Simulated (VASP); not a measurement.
# Ni (Fm-3m) in VASP: relaxation of volume and atoms at fixed shape with PBEsol

Aim: the relaxation of volume and atoms at fixed shape of Ni with PBEsol.

All numbers are computed with VASP 6.6.1; they aren't measurements. Logs are shortened: lines on timing, memory, paths and dates and some standing lists are left out, and cuts for length are marked.

**1. The cell of the first run**

Symmetry: Fm-3m, No. 225, cubic system. The conventional cell has a = 3.524 Å, b = 3.524 Å, c = 3.524 Å, α = 90.00°, β = 90.00°, γ = 90.00°. Within 3.3 Å of Ni (site symmetry m-3m) lie 12 Ni at 2.49 Å.

**2. Relaxation of volume and atoms at fixed shape, PBEsol, collinear spin, ferromagnetic start**

Input file INCAR:

```
SYSTEM = Ni
ALGO = Normal
EDIFF = 1E-6
EDIFFG = -0.01
ENCUT = 600
GGA = PS
IBRION = 2
ISIF = 8
ISMEAR = 1
ISPIN = 2
LASPH = .TRUE.
LCHARG = .FALSE.
LMAXMIX = 4
LORBIT = 11
LREAL = .FALSE.
LWAVE = .FALSE.
MAGMOM = 1.5
NELM = 150
NSW = 80
PREC = Accurate
SIGMA = 0.1
```

Input file KPOINTS:

```
k-points
0
G
  21 21 21
  0 0 0
```

Input file POSCAR:

```
Ni
1.0
    0.0000000000      1.7619350000      1.7619350000
    1.7619350000      0.0000000000      1.7619350000
    1.7619350000      1.7619350000      0.0000000000
Ni
1
Direct
    0.0000000000      0.0000000000      0.0000000000
```

Potentials or basis: VASP PAW PBE potentials, release 64 (Ni).

Started as:

```sh
cat potpaw_PBE.64/Ni/POTCAR > POTCAR
mpirun -np 1 vasp_std > vasp.out
```

OUTCAR:

```text
SYSTEM = Ni
   EDIFF = 1E-6
   EDIFFG = -0.01
   ENCUT = 600
   GGA = PS
   IBRION = 2
   ISIF = 8
   ISMEAR = 1
   ISPIN = 2
   LASPH = .TRUE.
   LORBIT = 11
   LREAL = .FALSE.
   NELM = 150
   NSW = 80
   PREC = Accurate

 ion  position               nearest neighbor table
   1  0.000  0.000  0.000-

  LATTYP: Found a face centered cubic cell.
 ALAT       =     3.5238700000

  Lattice vectors:

 A1 = (   0.0000000000,   1.7619350000,   1.7619350000)
 A2 = (   1.7619350000,   0.0000000000,   1.7619350000)
 A3 = (   1.7619350000,   1.7619350000,   0.0000000000)

Analysis of symmetry for initial positions (statically):
=====================================================================
 Subroutine PRICEL returns:
 Original cell was already a primitive cell.

 Routine SETGRP: Setting up the symmetry group for a
 face centered cubic supercell.

 Subroutine GETGRP returns: Found 48 space group operations
 (whereof 48 operations were pure point group operations)
 out of a pool of 48 trial point group operations.

The static configuration has the point symmetry O_h .

Analysis of symmetry for dynamics (positions and initial velocities):
=====================================================================
 Subroutine PRICEL returns:
 Original cell was already a primitive cell.

 Routine SETGRP: Setting up the symmetry group for a
 face centered cubic supercell.

 Subroutine GETGRP returns: Found 48 space group operations
 (whereof 48 operations were pure point group operations)
 out of a pool of 48 trial point group operations.

The dynamic configuration has the point symmetry O_h .

Analysis of structural, dynamic, and magnetic symmetry:
=====================================================================
 Subroutine PRICEL returns:
 Original cell was already a primitive cell.

 Routine SETGRP: Setting up the symmetry group for a
 face centered cubic supercell.

 Subroutine GETGRP returns: Found 48 space group operations
 (whereof 48 operations were pure point group operations)
 out of a pool of 48 trial point group operations.

The overall configuration has the point symmetry O_h .

 Subroutine INISYM returns: Found 48 space group operations
 (whereof 48 operations are pure point group operations),
 and found     1 'primitive' translations

----------------------------------------------------------------------------------------

[... 109 lines left out ...]
     AMIX     =   0.40;   BMIX     =  1.00
     AMIX_MAG =   1.60;   BMIX_MAG =  1.00
  volume/ion in A,a.u.               =      10.94        73.82
  Fermi-wavevector in a.u.,A,eV,Ry     =   1.588821  3.002436 34.345893  2.524352
  Thomas-Fermi vector in A             =   2.687765
   LORBIT       =     11    0 simple, 1 ext, 2 COOP (PROOUT), +10 PAW based schemes
   GGA     = PS    functional components
   LHFCALC =     F    Hartree Fock is set to
   AEXX    =    0.0000 exact exchange contribution
   IVDW    =     0    specifies the selected vdW correction
   LEPSILON=     F    determine dielectric tensor
   LRPA    =     F    only Hartree local field effects (RPA)
 conjugate gradient relaxation of ions
 spin polarized calculation
 Methfessel and Paxton  Order N= 1 SIGMA  =   0.10
  energy-cutoff  :      600.00
  volume of cell :       10.94
 maximum number of plane-waves:       378
   NGX =  9   NGY =  9   NGZ =  9

--------------------------------------- Ionic step        1  -------------------------------------------

 number of electron      10.0000010 magnetization       0.6107493

 Free energy of the ion-electron system (eV)
  ---------------------------------------------------
  ext. energy  EPLUGINS =         0.00000000
  ---------------------------------------------------
  free energy    TOTEN  =        -6.11492922 eV

  energy without entropy =       -6.11494919  energy(sigma->0) =       -6.11493587

------------------------ aborting loop because EDIFF is reached ----------------------------------------

  FORCE on cell =-STRESS in cart. coord.  units (eV):
  Direction    XX          YY          ZZ          XY          YZ          ZX
  --------------------------------------------------------------------------------------
  -------------------------------------------------------------------------------------
  Total       -0.7370685     -0.7370685     -0.7370685      0.0000000      0.0000000     -0.0000000
  in kB     -107.9490473   -107.9490473   -107.9490473      0.0000000      0.0000000     -0.0000000
  external PRESSURE =    -107.9490473 kB  Pullay stress =       0.0000000 kB
[... 22 lines left out ...]
--------------------------------------- Ionic step        2  -------------------------------------------

 number of electron      10.0000000 magnetization       0.5760713

 E-fermi :  10.7279     XC(G=0): -14.0589

 val. band max:       10.7261585533   @ k =  -0.4762   0.1905   0.0952
 cond. band min:      10.7357977003   @ k =  -0.3333   0.0476   0.0000
 fundamental gap:      0.0096391470
 Fermi energy:        10.7279350105

 spin component 1

 k-point     1 :       0.0000    0.0000    0.0000
  band No.  band energies     occupation
      1       0.9230      1.00000
      2       8.0430      1.00000
      3       8.0430      1.00000
      4       8.0430      1.00000
      5       9.4024      1.00000
      6       9.4024      1.00000
      7      35.2891      0.00000
      8      39.9533      0.00000
      9      39.9533      0.00000
     10      39.9533      0.00000
[... 649 lines left out ...]
--------------------------------------- Ionic step        3  -------------------------------------------

 number of electron       9.9999995 magnetization       0.5872471

 Free energy of the ion-electron system (eV)
  ---------------------------------------------------
  ext. energy  EPLUGINS =         0.00000000
  ---------------------------------------------------
  free energy    TOTEN  =        -6.13555494 eV

  energy without entropy =       -6.13572528  energy(sigma->0) =       -6.13561172

 E-fermi :   9.8914     XC(G=0): -13.7245

 val. band max:        9.8914240618   @ k =  -0.3810   0.1429   0.0476
 cond. band min:       9.8929586468   @ k =  -0.2857   0.3810   0.0952
 fundamental gap:      0.0015345850
 Fermi energy:         9.8914242384

 spin component 1

 k-point     1 :       0.0000    0.0000    0.0000
  band No.  band energies     occupation
      1       0.4871      1.00000
      2       7.3549      1.00000
      3       7.3549      1.00000
      4       7.3549      1.00000
      5       8.6149      1.00000
      6       8.6149      1.00000
      7      33.9938      0.00000
      8      38.2187      0.00000
      9      38.2187      0.00000
     10      38.2187      0.00000
[... 643 lines left out ...]
  FREE ENERGIE OF THE ION-ELECTRON SYSTEM (eV)
  ---------------------------------------------------
  free  energy   TOTEN  =        -6.1355549405 eV

  energy  without entropy=       -6.1357252844  energy(sigma->0) =       -6.13561172

 reached required accuracy - stopping structural energy minimisation

 total charge

# of ion       s       p       d       tot
------------------------------------------
    1        0.521   0.547   8.337   9.404

 magnetization (x)

# of ion       s       p       d       tot
------------------------------------------
    1       -0.007  -0.024   0.624   0.593
```

OSZICAR:

```text
N       E                     dE             d eps       ncg     rms          rms(c)
DAV:   1     0.292202443880E+02    0.29220E+02   -0.52480E+03 11668   0.144E+03
DAV:   2    -0.646460929971E+01   -0.35685E+02   -0.33913E+02 11628   0.182E+02
[... 25 lines left out ...]
DAV:   3    -0.614762637721E+01    0.15270E+00   -0.10571E+00 12386   0.160E+01    0.108E+00
DAV:   4    -0.613706618994E+01    0.10560E-01   -0.70619E-03 12866   0.748E-01    0.549E-01
DAV:   5    -0.613555250404E+01    0.15137E-02   -0.37598E-03 15390   0.452E-01    0.122E-01
DAV:   6    -0.613554095797E+01    0.11546E-04   -0.28613E-05 13110   0.659E-02    0.700E-02
DAV:   7    -0.613555414721E+01   -0.13189E-04   -0.13494E-05 13234   0.540E-02    0.106E-02
DAV:   8    -0.613555494054E+01   -0.79332E-06   -0.40769E-07  6648   0.893E-03
   3 F= -.61355549E+01 E0= -.61356117E+01  d E =-.206257E-01  mag=     0.5875
```

It took 2.4 min on 1 thread of Intel Xeon 8259CL, shared host; peak memory 0.19 GiB.

Results:

```
Free energy                                           : -6.1356 eV
Relaxed volume                                        : 10.37 Å³/atom
Relaxed cell                                          : a = 2.447 Å, b = 2.447 Å, c = 2.447 Å, α = 60.00°, β = 60.00°, γ = 60.00°
Space group after relaxing (to 0.1 Å)                 : Fm-3m (No. 225)
Energy gained by relaxing                             : 20.6 meV/atom
Ionic steps                                           : 3
Pressure after relaxing                               : -0.1 GPa
Net moment                                            : 0.59 μB per cell
Site moments                                          : Ni +0.59 μB
Valence electrons inside the program's atomic spheres : Ni 9.40
```

Step by step:
| step | energy change (eV) | largest force (eV/Å) | pressure (GPa) | volume (Å³) |
| --- | --- | --- | --- | --- |
| 1 | 0.0000 | 0.0000 | -10.79 | 10.94 |
| 2 | 0.0023 | 0.0000 | 14.24 | 9.81 |
| 3 | -0.0206 | 0.0000 | -0.14 | 10.37 |

Final structure:
```
Ni
1.0
     0.00000    1.73058    1.73058
     1.73058    0.00000    1.73058
     1.73058    1.73058    0.00000
Ni
1
Cartesian
  0.0000 0.0000 0.0000
```

Levels at points of the mesh, in eV from the Fermi level:
Spin up:
```csv
k point,band 3,band 4,band 5,band 6,band 7,band 8
"(0.00, 0.00, 0.00)",-2.54,-2.54,-1.28,-1.28,24.10,28.33
```
Spin down:
```tsv
k point	band 1	band 2	band 3	band 4	band 5	band 6	band 7	band 8	band 9	band 10
(0.00, 0.00, 0.00)	-9.42	-1.85	-1.85	-1.85	-0.71	-0.71	24.00	28.32	28.32	28.32
```

Caveat: the PAW data sets were made with another functional, which shifts forces and pressure a little.
